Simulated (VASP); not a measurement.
Wanted: the native input for a VASP 6.6.1 run.

```yaml
Task: relaxation of the atoms
Functional: PBE
Dispersion: D3(BJ)
Potentials_or_basis: VASP PAW PBE potentials, release 64 (C, O, H)
Cutoff: 520 eV
k_mesh: 1 × 1 × 1
Occupations: fermi-dirac, width 0.02 eV
Spin: no spin polarisation
Dipole_correction: no
Further_INCAR_settings: LREAL = Auto; ALGO = Normal; EDIFF = 1e-07; IBRION = 2; EDIFFG = -0.3; NSW = 35
```

The structure of H6C2O lies in POSCAR:

```
H6C2O
1.0
    7.2936330000      0.0000000000      0.0000000000
    0.0000000000      7.2936330000      0.0000000000
    0.0000000000      0.0000000000      7.2936330000
C O H
8 4 24
Direct
    0.2163401000      0.5144074000      0.2969294000
    0.0615314000      0.6475842000      0.2612994000
    0.5913848000      0.2873479000      0.7035729000
    0.7683763000      0.1896924000      0.7494935000
    0.3285631000      0.7158376000      0.8961356000
    0.1466293000      0.6960034000      0.7987807000
    0.5410760000      0.0047368000      0.2094488000
    0.3841131000      0.1374386000      0.1825379000
   -0.1021329000      0.5420074000      0.2429165000
    0.7415987000      0.0001083000      0.7093537000
    0.1309292000      0.5089550000      0.7436735000
    0.2190424000      0.0324685000      0.1843584000
   -0.2024324000      0.6265577000      0.2199678000
    0.0499912000      0.7454594000      0.3753312000
    0.0889584000      0.7267251000      0.1359979000
    0.3463971000      0.5873229000      0.3123971000
    0.1893764000      0.4367804000      0.4220413000
    0.2282974000      0.4180683000      0.1829918000
    0.8547648000     -0.0637697000      0.7384811000
    0.8816811000      0.2465485000      0.6679741000
    0.8024544000      0.2096841000      0.8949411000
    0.6031297000      0.4341536000      0.7315171000
    0.5584092000      0.2682793000      0.5588146000
    0.4792764000      0.2314586000      0.7855124000
    0.0142988000      0.4949357000      0.6809345000
    0.0339023000      0.7346303000      0.8910661000
    0.1413127000      0.7879518000      0.6794776000
    0.3489129000      0.8570740000      0.9420583000
    0.3330958000      0.6252606000      1.0152206000
    0.4403788000      0.6785188000      0.8038830000
    0.1173534000      0.1167188000      0.1671361000
    0.3837251000      0.2403760000      0.2926276000
    0.3999351000      0.2107078000      0.0517814000
    0.6722894000      0.0772196000      0.2093515000
    0.5257033000     -0.0670322000      0.3399052000
    0.5418941000     -0.0966652000      0.0993446000
```

The input as run:

INCAR

```
PREC = Accurate
ENCUT = 520
EDIFF = 1E-7
ISMEAR = -1
SIGMA = 0.02
LREAL = Auto
LASPH = True
NELM = 100
ALGO = Normal
ISIF = 2
LWAVE = False
LCHARG = False
GGA = PE
IVDW = 12
IBRION = 2
NSW = 35
EDIFFG = -0.3
```

KPOINTS

```
Automatic mesh
0
Gamma
  1 1 1
```

Potentials or basis: VASP PAW PBE potentials, release 64 (C, O, H).

The run is started by

```sh
$ cat potpaw_PBE.64/C/POTCAR potpaw_PBE.64/O/POTCAR potpaw_PBE.64/H/POTCAR > POTCAR
$ mpirun -np 1 vasp_gam > vasp.out
```

It gave:

```json
{
  "Energy gained by relaxing": "3.1 meV/atom",
  "Ionic steps": "8",
  "Pressure after relaxing": "0.3 GPa",
  "Largest force after relaxing": "0.247 eV/Å",
  "Band gap on the k mesh": "4.59 eV",
  "Dispersion energy per atom": "-0.037 eV"
}
```

Caveat: the k points lie up to 0.86 Å⁻¹ apart; the relaxation stopped at a loose force limit of 0.3 eV/Å, so its end isn't a converged minimum.

Run time: 2.1 min on 1 thread of Intel(R) Xeon(R) 6975P-C (Granite Rapids), with other jobs on the host, peak memory 0.4 GiB.
